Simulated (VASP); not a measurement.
Sn, 1 atom in the cell. Symmetry: Im-3m, No. 229, cubic system. The conventional cell has a = 3.851 Å, b = 3.851 Å, c = 3.851 Å, α = 90.00°, β = 90.00°, γ = 90.00°. Sn (site symmetry m-3m) has 14 Sn at 3.34 to 3.85 Å within 4.4 Å. 

| Item | Value |
| --- | --- |
| Program | VASP 6.6.1 |
| Task | single point |
| Functional | PBEsol |
| Potentials or basis | VASP PAW PBE potentials, release 64 (Sn_d) |
| Cutoff | 520 eV |
| k mesh | 11 × 11 × 11 |
| Occupations | fermi-dirac, width 0.1 eV |
| Spin | no spin polarisation |
| Dipole correction | no |
| Further INCAR settings | ALGO = Normal; EDIFF = 1e-06; NBANDS = 13 |

Potentials or basis: VASP PAW PBE potentials, release 64 (Sn_d).

Run with:

```console
$ cat potpaw_PBE.64/Sn_d/POTCAR > POTCAR
$ mpirun -np 1 vasp_std > vasp.out
```

Hardware: 1 thread of AMD EPYC 7R43 64-Core Processor (Zen 3), on a shared host.

**Question.** How long does it take, and how much memory?

**Answer.** It took 28 s on 1 thread of AMD EPYC 7R43 64-Core Processor (Zen 3) (shared host), peak memory 0.13 GiB. Counts: scf iterations 10, k points 56.
